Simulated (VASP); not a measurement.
Wanted: the native input for a VASP 6.6.1 run.

```
Task                   : single point
Functional             : PBE
Potentials or basis    : VASP PAW PBE potentials, release 64 (Ni_sv_GW, O)
Cutoff                 : 700 eV
k mesh                 : 6 × 6 × 6
Occupations            : gaussian, width 0.05 eV
Spin                   : collinear spin, ferromagnetic start
Starting moments       : [1.89, 0.0] μB
Hubbard terms          : Ni d U = 6.2 eV
Dipole correction      : no
Further INCAR settings : ALGO = Normal; EDIFF = 1e-06; NBANDS = 23
```

The structure of NiO lies in POSCAR:

```
NiO
1.0
    0.0000000000      2.3247345634      2.3247345634
    2.3247345634      0.0000000000      2.3247345634
    2.3247345634      2.3247345634      0.0000000000
Ni O
1 1
Direct
    0.0000000000      0.0000000000      0.0000000000
    0.2500000000      0.2500000000      0.2500000000
```

The input as run:

INCAR

```
SYSTEM = NiO
ALGO     = Normal         ! electronic algorithm
EDIFF    = 1E-6           ! SCF threshold, eV
ENCUT    = 700            ! plane-wave cutoff, eV
GGA      = PE             ! functional
GGA_COMPAT= .False.      
ISIF     = 2              ! what is computed and relaxed
ISMEAR   = 0              ! smearing method
ISPIN    = 2              ! spin polarisation
LASPH    = .True.         ! aspherical terms in the spheres
LCHARG   = .False.        ! write CHGCAR
LDAU     = .True.         ! DFT+U
LDAUJ    = 0 0          
LDAUL    = 2 -1           ! shell
LDAUPRINT= 1            
LDAUTYPE = 2            
LDAUU    = 6.2 0          ! U, eV
LMAXMIX  = 4              ! l up to which the mixer works
LORBIT   = 11             ! projections on sites
LREAL    = .False.        ! projectors in reciprocal space
LWAVE    = .False.        ! write WAVECAR
MAGMOM   = 1.89 0         ! initial moments
NBANDS   = 23             ! bands
NELM     = 200            ! most SCF steps
PREC     = Accurate       ! precision mode
SIGMA    = 0.05           ! smearing width, eV
```

KPOINTS

```
k-points
0
Gamma
  6 6 6
  0 0 0
```

Potentials or basis: VASP PAW PBE potentials, release 64 (Ni_sv_GW, O).

Command:

```sh
$ cat potpaw_PBE.64/Ni_sv_GW/POTCAR potpaw_PBE.64/O/POTCAR > POTCAR
$ mpirun -np 1 vasp_std > vasp.out
```

It gave:

* Pressure: -11.5 GPa
* Band gap on the k mesh: zero (filled and empty bands overlap)
* Net moment: 2.01 μB per cell
* Site moments: Ni +1.75; O +0.27 μB
* Valence electrons inside the program's atomic spheres: Ni 16.10; O 4.96

Caveat: the k points lie up to 0.39 Å⁻¹ apart, too coarse for converged energies and pressures of a metal; a cell with one magnetic atom can't hold antiferromagnetic order, which such compounds often take.

Wall time 44 s on 1 thread of Intel(R) Xeon(R) Platinum 8375C CPU @ 2.90GHz (Ice Lake), on a shared host, peak memory 0.19 GiB.
